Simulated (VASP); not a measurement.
Wanted: the native input for a VASP 6.6.1 run.

| Quantity | Value |
| --- | --- |
| Task | single point |
| Functional | PBE |
| Potentials or basis | VASP PAW PBE potentials, release 64 (Sn_d) |
| Cutoff | 520 eV |
| k mesh | 8 × 8 × 8 |
| Occupations | gaussian, width 0.01 eV |
| Spin | no spin polarisation |
| Dipole correction | no |
| Further INCAR settings | ALGO = Normal; EDIFF = 1e-07; NBANDS = 21 |

The structure of Sn lies in POSCAR:

```
Sn
1.0
    0.0000000000      3.3289000152      3.3289000152
    3.3289000152      0.0000000000      3.3289000152
    3.3289000152      3.3289000152      0.0000000000
Sn
2
Direct
    0.5000000000      0.5000000000      0.5000000000
    0.7500000000      0.7500000000      0.7500000000
```

These files were run (other wordings do the same):

INCAR

```
ALGO = Normal
EDIFF = 1E-7
ENCUT = 520
GGA = PE
ISIF = 2
ISMEAR = 0
LASPH = True
LCHARG = False
LREAL = False
LWAVE = False
NBANDS = 21
NELM = 100
PREC = Accurate
SIGMA = 0.01
```

KPOINTS

```
k-points
0
Gamma
  8 8 8
```

Potentials or basis: VASP PAW PBE potentials, release 64 (Sn_d).

Run with:

```bash
$ cat potpaw_PBE.64/Sn_d/POTCAR > POTCAR
$ mpirun -np 1 vasp_std > vasp.out
```

It gave:

* Pressure: -0.1 GPa
* Band gap on the k mesh: zero (band 14 reaches 4.95 eV, above the bottom of band 15 at 4.72 eV)

Caveat: spin-orbit coupling is left out, which moves the levels of the heavy elements.

Run time: 66 s on 1 thread of AMD EPYC 7R13 (shared host), peak memory 0.18 GiB.
